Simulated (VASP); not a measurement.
A run of VASP 6.6.1:

Contents of INCAR:

```
PREC = Accurate
ENCUT = 520
EDIFF = 1E-6
ISMEAR = 0
SIGMA = 0.1
LREAL = F
LASPH = T
NELM = 150
ALGO = Normal
ISIF = 2
LWAVE = F
LCHARG = T
ISPIN = 2
MAGMOM = 1 1 1 1 0 0 0
LORBIT = 11
LMAXMIX = 4
GGA = PE
LELF = T
LVHAR = T
NBANDS = 46
```

The input KPOINTS:

```
Automatic mesh
0
Gamma
  4 4 4
```

POSCAR

```
Ag4F3
1.0
    5.0162780000      0.0000000000      0.0000000000
    0.0000000000      5.0162780000      0.0000000000
    0.0000000000      0.0000000000      5.0162780000
Ag F
4 3
Direct
    0.6997140000      0.6997140000      0.6997140000
    0.3002860000      0.3002860000      0.6997140000
    0.3002860000      0.6997140000      0.3002860000
    0.6997140000      0.3002860000      0.3002860000
    0.0000000000      0.0000000000      0.5000000000
    0.5000000000      0.0000000000      0.0000000000
    0.0000000000      0.5000000000      0.0000000000
```

Potentials or basis: VASP PAW PBE potentials, release 64 (Ag, F).

Command:

```bash
$ cat potpaw_PBE.64/Ag/POTCAR potpaw_PBE.64/F/POTCAR > POTCAR
$ mpirun -np 1 vasp_std > vasp.out
```

Hardware: 1 thread of Oxide Virtual Turin-like Processor (shared host).

Task: How long does it take, and how much memory?

Result: It took 2 min on 1 thread of Oxide Virtual Turin-like Processor, on a shared host, peak memory 0.28 GiB. Counts: scf iterations 15, k points 10.
